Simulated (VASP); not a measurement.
Rb2CoF6, 9 atoms in the cell. It takes space group Fm-3m (No. 225, cubic). Conventional cell: a = 8.460 Å, b = 8.460 Å, c = 8.460 Å, α = 90.00°, β = 90.00°, γ = 90.00°. Within 4.0 Å of Rb (site symmetry -43m) lie 12 F at 3.03 Å and 4 Co at 3.66 Å. Within 2.2 Å of Co (site symmetry m-3m) lie 6 F at 1.65 Å. F (site symmetry 4mm) has 1 Co at 1.65 Å within 2.2 Å. 

| Property | Result |
| --- | --- |
| Program | VASP 6.6.1 |
| Task | single point |
| Functional | LDA |
| Potentials or basis | VASP PAW LDA potentials, release 64 (Rb_sv, Co, F) |
| Cutoff | 520 eV |
| k mesh | 4 × 4 × 4 |
| Occupations | gaussian, width 0.05 eV |
| Spin | collinear spin, ferromagnetic start |
| Starting moments | [0.0, 0.0, 5.0, 0.0, 0.0, 0.0, 0.0, 0.0, 0.0] μB |
| Hubbard terms | Co d U = 2.0 eV |
| Dipole correction | no |
| Further INCAR settings | ALGO = Normal; EDIFF = 1e-07; NBANDS = 48 |

Potentials or basis: VASP PAW LDA potentials, release 64 (Rb_sv, Co, F).

Launch:

```bash
$ cat potpaw_LDA.64/Rb_sv/POTCAR potpaw_LDA.64/Co/POTCAR potpaw_LDA.64/F/POTCAR > POTCAR
$ mpirun -np 1 vasp_std > vasp.out
```

Hardware: 1 thread of Intel(R) Xeon(R) Platinum 8259CL CPU @ 2.50GHz (Skylake/Cascade Lake), on a shared host.

Task: Estimate the wall time of this run.

Result: Run time: 2.6 min on 1 thread of Intel(R) Xeon(R) Platinum 8259CL CPU @ 2.50GHz (Skylake/Cascade Lake) (shared host), peak memory 0.32 GiB. Counts: scf iterations 18, k points 8.
